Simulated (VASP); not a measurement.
# Co (P6_3/mmc) in VASP: a series of runs, part 2 of 2

VASP 6.6.1. The steps go on from the part before.

**4. Single point, LDA, collinear spin, ferromagnetic start**

Contents of INCAR:

```
  PREC = Accurate
  ENCUT = 600
  EDIFF = 1E-6
  ISMEAR = 0
  SIGMA = 0.05
  LREAL = False
  LASPH = True
  NELM = 200
  ALGO = Normal
  ISIF = 2
  LWAVE = False
  LCHARG = False
  ISPIN = 2
  MAGMOM = 0.5 0.5
  LORBIT = 11
  LMAXMIX = 4
  NBANDS = 20
  GGA_COMPAT = False
```

Contents of KPOINTS:

```
regular mesh
0
Gamma
  20 20 12
```

Contents of POSCAR:

```
Co
1.0
    2.4294142863      0.0000000000      0.0000000000
   -1.2147071432      2.1039344882      0.0000000000
    0.0000000000      0.0000000000      3.9179372431
Co
2
Direct
    0.3333333333      0.6666666667      0.7500000000
    0.6666666667      0.3333333333      0.2500000000
```

Potentials or basis: VASP PAW LDA potentials, release 64 (Co).

On the command line:

```sh
$ cat potpaw_LDA.64/Co/POTCAR > POTCAR
$ mpirun -np 1 vasp_std > vasp.out
```

OUTCAR:

```text
PREC = Accurate
   ENCUT = 600
   EDIFF = 1E-6
   ISMEAR = 0
   LREAL = False
   LASPH = True
   NELM = 200
   ISIF = 2
   ISPIN = 2
   LORBIT = 11

 ion  position               nearest neighbor table
   1  0.333  0.667  0.750-   2 2.41   2 2.41   2 2.41   2 2.41   2 2.41   2 2.41
   2  0.667  0.333  0.250-   1 2.41   1 2.41   1 2.41   1 2.41   1 2.41   1 2.41

  LATTYP: Found a hexagonal cell.
 ALAT       =     2.4294142863
 C/A-ratio  =     1.6127085714

  Lattice vectors:

 A1 = (   2.4294142863,   0.0000000000,   0.0000000000)
 A2 = (  -1.2147071432,   2.1039344882,   0.0000000000)
 A3 = (   0.0000000000,   0.0000000000,   3.9179372431)

Analysis of symmetry for initial positions (statically):
=====================================================================
 Subroutine PRICEL returns:
 Original cell was already a primitive cell.

 Routine SETGRP: Setting up the symmetry group for a
 hexagonal supercell.

 Subroutine GETGRP returns: Found 24 space group operations
 (whereof 12 operations were pure point group operations)
 out of a pool of 24 trial point group operations.

The static configuration has the point symmetry D_3d.
 The point group associated with its full space group is D_6h.

Analysis of symmetry for dynamics (positions and initial velocities):
=====================================================================
 Subroutine PRICEL returns:
 Original cell was already a primitive cell.

 Routine SETGRP: Setting up the symmetry group for a
 hexagonal supercell.

 Subroutine GETGRP returns: Found 24 space group operations
 (whereof 12 operations were pure point group operations)
 out of a pool of 24 trial point group operations.

The dynamic configuration has the point symmetry D_3d.
 The point group associated with its full space group is D_6h.

Analysis of structural, dynamic, and magnetic symmetry:
=====================================================================
 Subroutine PRICEL returns:
 Original cell was already a primitive cell.

 Routine SETGRP: Setting up the symmetry group for a
 hexagonal supercell.

 Subroutine GETGRP returns: Found 24 space group operations
 (whereof 12 operations were pure point group operations)
 out of a pool of 24 trial point group operations.

The overall configuration has the point symmetry D_3d.
 The point group associated with its full space group is D_6h.

 Subroutine INISYM returns: Found 24 space group operations
 (whereof 12 operations are pure point group operations),
 and found     1 'primitive' translations

----------------------------------------------------------------------------------------

                                     Primitive cell

  volume of cell :      20.0259

  direct lattice vectors                    reciprocal lattice vectors
     2.429414286  0.000000000  0.000000000     0.411621849  0.237649985  0.000000000
    -1.214707143  2.103934488  0.000000000     0.000000000  0.475299970  0.000000000
     0.000000000  0.000000000  3.917937243     0.000000000  0.000000000  0.255236350

  length of vectors
     2.429414286  2.429414286  3.917937243     0.475299970  0.475299970  0.255236350

  position of ions in fractional coordinates (direct lattice)
     0.333333333  0.666666667  0.750000000
     0.666666667  0.333333333  0.250000000
[... 70 lines left out ...]
   ICHARG =      2    charge: 1-file 2-atom 10-const
   ISPIN  =      2    spin polarized calculation?
   LNONCOLLINEAR =      F non collinear calculations
   LSORBIT =      F    spin-orbit coupling
   LASPH  =      T    aspherical Exc in radial PAW
   ENCUT  =  600.0 eV  44.10 Ry    6.64 a.u.   4.85  4.85  7.83*2*pi/ulx,y,z
   NELM   =    200;   NELMIN=  2; NELMDL= -5     # of ELM steps
   EDIFF  = 0.1E-05   stopping-criterion for ELM
   LREAL  =      F    real-space projection
   EDIFFG = 0.1E-04   stopping-criterion for IOM
   NSW    =      0    number of steps for IOM
   IBRION =     -1    ionic relax: 0-MD 1-quasi-New 2-CG
   NFREE  =      0    steps in history (QN), initial steepest desc. (CG)
   ISIF   =      2    stress and relaxation
   ISYM   =      2    0-nonsym 1-usesym 2-fastsym
   POTIM  = 0.5000    time-step for ionic-motion
   TEBEG  =    0.0;   TEEND  =   0.0 temperature during run
   PSTRESS=    0.0 pullay stress
   NELECT =      18.0000    total number of electrons
   NUPDOWN=      -1.0000    fix difference up-down
   EMIN   =  10.00;   EMAX   =-10.00  energy-range for DOS
   EFERMI =   0.00;   METHOD = LEGACY
   ISMEAR =     0;   SIGMA  =   0.05  broadening in eV -4-tet -1-fermi 0-gaus
   EFERMI_NEDOS =   21; number of points for ismear=-14 and -15
   IALGO  =     38    algorithm
   IMIX   =      4    mixing-type and parameters
     AMIX     =   0.40;   BMIX     =  1.00
     AMIX_MAG =   1.60;   BMIX_MAG =  1.00
  volume/ion in A,a.u.               =      10.01        67.57
  Fermi-wavevector in a.u.,A,eV,Ry     =   1.579921  2.985617 33.962167  2.496149
  Thomas-Fermi vector in A             =   2.680227
   LORBIT       =     11    0 simple, 1 ext, 2 COOP (PROOUT), +10 PAW based schemes
   GGA     = CA    functional components
   LHFCALC =     F    Hartree Fock is set to
   AEXX    =    0.0000 exact exchange contribution
   IVDW    =     0    specifies the selected vdW correction
   LEPSILON=     F    determine dielectric tensor
   LRPA    =     F    only Hartree local field effects (RPA)
 spin polarized calculation
 Gauss-broadening in eV      SIGMA  =   0.05
  energy-cutoff  :      600.00
  volume of cell :       20.03
 maximum number of plane-waves:       687
 NGX is ok and might be reduce to    20
   NGX =  9   NGY =  9   NGZ = 15

 number of electron      18.0000004 magnetization       2.9862659

 Free energy of the ion-electron system (eV)
  ---------------------------------------------------
  ext. energy  EPLUGINS =         0.00000000
  ---------------------------------------------------
  free energy    TOTEN  =       -16.25206041 eV

  energy without entropy =      -16.25020816  energy(sigma->0) =      -16.25113429

 E-fermi :  11.0799     XC(G=0): -14.2150

 val. band max:       11.0788970774   @ k =   0.1500   0.1500   0.5000
 cond. band min:      11.0803679322   @ k =   0.0500   0.0000   0.1667
 fundamental gap:      0.0014708548
 Fermi energy:        11.0798566425

 spin component 1

 k-point     1 :       0.0000    0.0000    0.0000
  band No.  band energies     occupation
      1       1.7192      1.00000
      2       5.6514      1.00000
      3       8.5275      1.00000
      4       8.5414      1.00000
      5       8.5414      1.00000
      6       8.9087      1.00000
[... 541 lines left out ...]
     19      36.7567      0.00000
     20      37.8698      0.00000

 [... further k-points ...]

 spin component 2

 k-point     1 :       0.0000    0.0000    0.0000
  band No.  band energies     occupation
      1       1.9063      1.00000
      2       6.5204      1.00000
      3       9.9077      1.00000
      4       9.9098      1.00000
      5       9.9098      1.00000
      6      10.3225      1.00000
[... 541 lines left out ...]
     19      37.1577      0.00000
     20      38.3248      0.00000

 [... further k-points ...]

------------------------ aborting loop because EDIFF is reached ----------------------------------------

  FORCE on cell =-STRESS in cart. coord.  units (eV):
  Direction    XX          YY          ZZ          XY          YZ          ZX
  --------------------------------------------------------------------------------------
  -------------------------------------------------------------------------------------
  Total       -0.1514451     -0.1514451     -0.1868650      0.0000000     -0.0000000      0.0000000
  in kB      -12.1164290    -12.1164290    -14.9502070      0.0000000     -0.0000000      0.0000000
  external PRESSURE =     -13.0610217 kB  Pullay stress =       0.0000000 kB

 VOLUME and BASIS-vectors are now :
 -----------------------------------------------------------------------------
  energy-cutoff  :      600.00
  volume of cell :       20.03
      direct lattice vectors                 reciprocal lattice vectors
     2.429414286  0.000000000  0.000000000     0.411621849  0.237649985  0.000000000
    -1.214707143  2.103934488  0.000000000     0.000000000  0.475299970  0.000000000
     0.000000000  0.000000000  3.917937243     0.000000000  0.000000000  0.255236350

 POSITION                                       TOTAL-FORCE (eV/Angst)
 -----------------------------------------------------------------------------------
     -0.00000      1.40262      2.93845         0.000000     -0.000000      0.000000
      1.21471      0.70131      0.97948        -0.000000      0.000000      0.000000
 -----------------------------------------------------------------------------------
    total drift:                                0.000000     -0.000000     -0.000000

  FREE ENERGIE OF THE ION-ELECTRON SYSTEM (eV)
  ---------------------------------------------------
  free  energy   TOTEN  =       -16.2520604127 eV

  energy  without entropy=      -16.2502081577  energy(sigma->0) =      -16.25113429

 total charge

# of ion       s       p       d       tot
------------------------------------------
    1        0.523   0.589   7.338   8.450
    2        0.523   0.589   7.338   8.450
--------------------------------------------------
tot          1.046   1.177  14.677  16.900

 magnetization (x)

# of ion       s       p       d       tot
------------------------------------------
    1       -0.013  -0.039   1.537   1.485
    2       -0.013  -0.039   1.537   1.485
--------------------------------------------------
tot         -0.027  -0.077   3.075   2.971
```

OSZICAR:

```text
N       E                     dE             d eps       ncg     rms          rms(c)
DAV:   1     0.897416330148E+02    0.89742E+02   -0.84633E+03 26068   0.135E+03
DAV:   2    -0.134981320145E+02   -0.10324E+03   -0.93098E+02 24944   0.234E+02
DAV:   3    -0.186893267436E+02   -0.51912E+01   -0.49309E+01 27964   0.621E+01
DAV:   4    -0.187691203798E+02   -0.79794E-01   -0.79706E-01 29488   0.684E+00
DAV:   5    -0.187716848423E+02   -0.25645E-02   -0.25643E-02 28820   0.121E+00    0.159E+01
DAV:   6    -0.165363869403E+02    0.22353E+01   -0.70714E+00 28212   0.599E+01    0.611E+00
DAV:   7    -0.161552828236E+02    0.38110E+00   -0.11807E+00 29076   0.213E+01    0.273E+00
DAV:   8    -0.161608892514E+02   -0.56064E-02   -0.19531E-02 36380   0.185E+00    0.281E+00
DAV:   9    -0.161847387416E+02   -0.23849E-01   -0.37162E-03 33892   0.103E+00    0.238E+00
DAV:  10    -0.162337771704E+02   -0.49038E-01   -0.55674E-02 32092   0.468E+00    0.192E+00
DAV:  11    -0.162299210678E+02    0.38561E-02   -0.24772E-02 30780   0.331E+00    0.200E+00
DAV:  12    -0.162413129972E+02   -0.11392E-01   -0.77703E-04 32068   0.556E-01    0.146E+00
DAV:  13    -0.162504109256E+02   -0.90979E-02   -0.11390E-03 32056   0.647E-01    0.588E-01
DAV:  14    -0.162519711533E+02   -0.15602E-02   -0.42130E-04 39180   0.325E-01    0.128E-01
DAV:  15    -0.162520604102E+02   -0.89257E-04   -0.37239E-05 37640   0.962E-02    0.127E-02
DAV:  16    -0.162520604127E+02   -0.24133E-08   -0.16059E-06 22456   0.128E-02
   1 F= -.16252060E+02 E0= -.16251134E+02  d E =-.185225E-02  mag=     2.9814
```

stdout:

```text
POSCAR found type information on POSCAR Co
 POSCAR found :  1 types and       2 ions
 scaLAPACK will be used
 LDA part: xc-table for (Slater(with rela. corr.)+CA(PZ))
 , standard interpolation
 POSCAR, INCAR and KPOINTS ok, starting setup
 FFT: planning ... GRIDC
 FFT: planning ... GRID_SOFT
 FFT: planning ... GRID
 WAVECAR not read
 entering main loop
```

Run time: 5 min. Hardware: 1 thread of Oxide Virtual Turin-like, shared host; peak memory 0.27 GiB.

What came out:

```yaml
Free_energy: -16.2521 eV
Pressure: -1.3 GPa
Net_moment: 2.99 μB per cell
Site_moments: Co +1.49 μB
Valence_electrons_inside_the_program's_atomic_spheres: Co 8.45
```
